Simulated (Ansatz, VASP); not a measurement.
**HfO2 in VASP and in Ansatz**

File INCAR:

```
SYSTEM = HfO2
ALGO     = Normal         ! electronic algorithm
EDIFF    = 1E-7           ! SCF threshold, eV
ENCUT    = 520            ! plane-wave cutoff, eV
GGA      = PE             ! functional
ISIF     = 2              ! what is computed and relaxed
ISMEAR   = 0              ! smearing method
LASPH    = .TRUE.         ! aspherical terms in the spheres
LCHARG   = .FALSE.        ! write CHGCAR
LREAL    = .FALSE.        ! projectors in reciprocal space
LWAVE    = .FALSE.        ! write WAVECAR
NBANDS   = 18             ! bands
NELM     = 100            ! most SCF steps
PREC     = Accurate       ! precision mode
SIGMA    = 0.05           ! smearing width, eV
```

Contents of KPOINTS:

```
k-points
0
G
  8 8 8
  0 0 0
```

POSCAR

```
HfO2
1.0
    0.0000000000      2.6214375000      2.4935625000
    2.6214375000      0.0000000000      2.4935625000
    2.6214375000      2.6214375000      0.0000000000
Hf O
1 2
Direct
    0.0000000000      0.0000000000      0.0000000000
    0.2500000000      0.2500000000      0.2500000000
    0.7500000000      0.7500000000      0.7500000000
```

Input for Ansatz:

```yaml
crystal:
  lattice:
    - [0.0, 2.6214375, 2.4935625]
    - [2.6214375, 0.0, 2.4935625]
    - [2.6214375, 2.6214375, 0.0]
  atoms:
    - { symbol: Hf, position: [0.0, 0.0, 0.0] }
    - { symbol: O, position: [0.25, 0.25, 0.25] }
    - { symbol: O, position: [0.75, 0.75, 0.75] }
basis:
  ecutwfc: 420
kpoints:
  mp_grid: { grid: [8, 8, 8] }
hamiltonian:
  xc: pbe
scf:
  occupations: { method: gaussian, width: 0.05 }
output:
  forces: true
  stress: true
  eigenvalues: true
```

Change from the starting cell: strain +0.025 along x and y, -0.025 along z, atoms carried along.

Alike in both runs: task single point; functional PBE; k mesh 8 × 8 × 8; occupations gaussian, width 0.05 eV; no spin polarisation.

|  | VASP | Ansatz |
| --- | --- | --- |
| version | VASP 6.6.1 | Ansatz 0.2.0 |
| potentials or method | VASP PAW PBE potentials, release 64 (Hf_pv, O), cutoff 520 eV | scalar-relativistic, plane waves, PAW |
| valence electrons in the cell | 22 | 38 |

|  | VASP | Ansatz | Ansatz less VASP |
| --- | --- | --- | --- |
| gap on the k mesh at the Fermi level (eV) | 3.13 | 3.15 | +0.021 |
| least direct gap on the mesh (eV) | 3.26 | 3.26 | +0.006 |
| pressure (GPa) | -11.0 | -7.7 | +3.30 |
| traceless stress, the component that is largest in VASP (GPa) | 14.55 | 14.31 | -0.240 |

With one functional, cell and mesh, what is left measures potentials, basis and numerics. VASP's potentials hold 22 valence electrons a cell and Ansatz's 38, so a difference there can come from the potentials and not from the codes.

Neither program's run includes spin-orbit coupling.
